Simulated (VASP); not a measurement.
**SnO2: single point with LDA**

SnO2:

```
Sn O
1.0
     5.90183    0.00000    0.00000
    -2.95091    5.11113    0.00000
     0.00000    0.00000    6.56932
Sn O
3 6
Direct
  0.00000 0.50000 0.33333
  0.50000 0.50000 0.66667
  0.50000 0.00000 0.00000
  0.60671 0.80336 0.83333
  0.80336 0.60671 0.50000
  0.80336 0.19664 0.16667
  0.39329 0.19664 0.83333
  0.19664 0.39329 0.50000
  0.19664 0.80336 0.16667
```

```
Program             : VASP 6.6.1
Task                : single point
Functional          : LDA
Potentials or basis : VASP PAW LDA potentials, release 64 (Sn_d, O)
Cutoff              : 520 eV
k mesh              : 6 × 6 × 4
Occupations         : gaussian, width 0.02 eV
Spin                : no spin polarisation
```

```
Pressure               : 0.4 GPa
Largest force          : 0.013 eV/Å
Band gap on the k mesh : 2.02 eV, indirect (least direct gap 2.08 eV)
```

Forces in eV/Å, atoms in the order of the input:
```
Sn   0.000  0.000  0.000
Sn   0.000  0.000  0.000
Sn   0.000  0.000  0.000
O    0.011  0.006  0.000
O    0.000  0.013  0.000
O    0.011 -0.006  0.000
O   -0.011 -0.006  0.000
O    0.000 -0.013  0.000
O   -0.011  0.006  0.000
```

Levels at points of the mesh, in eV from the valence-band top:
```
           k point  band 37  band 38  band 39  band 40  band 41  band 42
(0.00, 0.00, 0.00)    -0.13    -0.13    -0.05     2.02     6.08     6.08
(0.50, 0.00, 0.00)    -0.25    -0.12     0.00     3.87     4.69     6.11
(0.00, 0.00, 0.50)    -0.25    -0.03    -0.03     3.70     3.70     7.56
(0.50, 0.00, 0.50)    -0.20    -0.19    -0.09     3.63     4.82     5.98
```

Wall time 4.4 min on 1 thread of Intel(R) Xeon(R) 6975P-C (Granite Rapids), with other jobs on the host, peak memory 0.34 GiB.

Caveat: spin-orbit coupling is left out, which moves the levels of the heavy elements. A k mesh can miss the band edges.
